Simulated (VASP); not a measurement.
Write the native input for VASP 6.6.1 that does the following.

```
Task                   : single point
Functional             : LDA
Potentials or basis    : VASP PAW LDA potentials, release 64 (Zr_sv, Ti_sv)
Cutoff                 : 500 eV
k mesh                 : 8 × 8 × 4
Occupations            : fermi-dirac, width 0.1 eV
Spin                   : no spin polarisation
Dipole correction      : no
Further INCAR settings : ALGO = Normal; EDIFF = 1e-06; NBANDS = 19
```

The structure of ZrTi lies in POSCAR:

```
ZrTi
1.0
    3.1089940000      0.0000000000      0.0000000000
   -1.5544970000      2.6924677842      0.0000000000
    0.0000000000      0.0000000000      4.9204670000
Zr Ti
1 1
Direct
    0.0000000000      0.0000000000      0.0000000000
    0.3333333333      0.6666666667      0.5000000000
```

One way to write it, as run:

INCAR

```
  PREC = Accurate
  ENCUT = 500
  EDIFF = 1E-6
  ISMEAR = -1
  SIGMA = 0.1
  LREAL = F
  LASPH = T
  NELM = 120
  ALGO = Normal
  ISIF = 2
  LWAVE = F
  LCHARG = F
  NBANDS = 19
  GGA_COMPAT = F
```

KPOINTS

```
regular mesh
0
Gamma
  8 8 4
```

Potentials or basis: VASP PAW LDA potentials, release 64 (Zr_sv, Ti_sv).

Command:

```bash
$ cat potpaw_LDA.64/Zr_sv/POTCAR potpaw_LDA.64/Ti_sv/POTCAR > POTCAR
$ mpirun -np 1 vasp_std > vasp.out
```

Results of the run:

The pressure is -7.5 GPa and the band gap on the k mesh is zero (bands 12 and 13 overlap by 0.94 eV).

Caveat: the cell stands under tension.

Run time: 16 s on 1 thread of Intel(R) Xeon(R) Platinum 8375C CPU @ 2.90GHz (Ice Lake), with other jobs on the host, peak memory 0.15 GiB.
